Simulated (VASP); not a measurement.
A run of VASP 6.6.1 is set up as follows.

File INCAR:

```
ALGO = Normal ; EDIFF = 1E-7
ENCUT = 520 ; GGA = PE
ISIF = 2 ; ISMEAR = 0
LASPH = T ; LCHARG = T
LELF = T ; LREAL = F
LVHAR = T ; LWAVE = F
NBANDS = 16 ; NELM = 60
PREC = Accurate ; SIGMA = 0.01
```

File KPOINTS:

```
k-points
0
Gamma
  10 10 10
```

Contents of POSCAR:

```
Si
1.0
   -3.4599657280      3.4599657280      1.9856946822
    3.4599657280     -3.4599657280      1.9856946822
    3.4599657280      3.4599657280     -1.9856946822
Si
4
Direct
    0.1779062469      0.1779062469      0.3558124938
    0.8220937531      0.8220937531      0.6441875062
    0.1779062469      0.8220937531      0.0000000000
    0.8220937531      0.1779062469      0.0000000000
```

Potentials or basis: VASP PAW PBE potentials, release 64 (Si).

Run with:

```console
$ cat potpaw_PBE.64/Si/POTCAR > POTCAR
$ mpirun -np 1 vasp_std > vasp.out
```

(1) Predict the pressure.

(2) Predict the band gap on the k mesh.

Answers

(1) -6.3 GPa.

(2) 0.42 eV, indirect (least direct gap 0.62 eV).
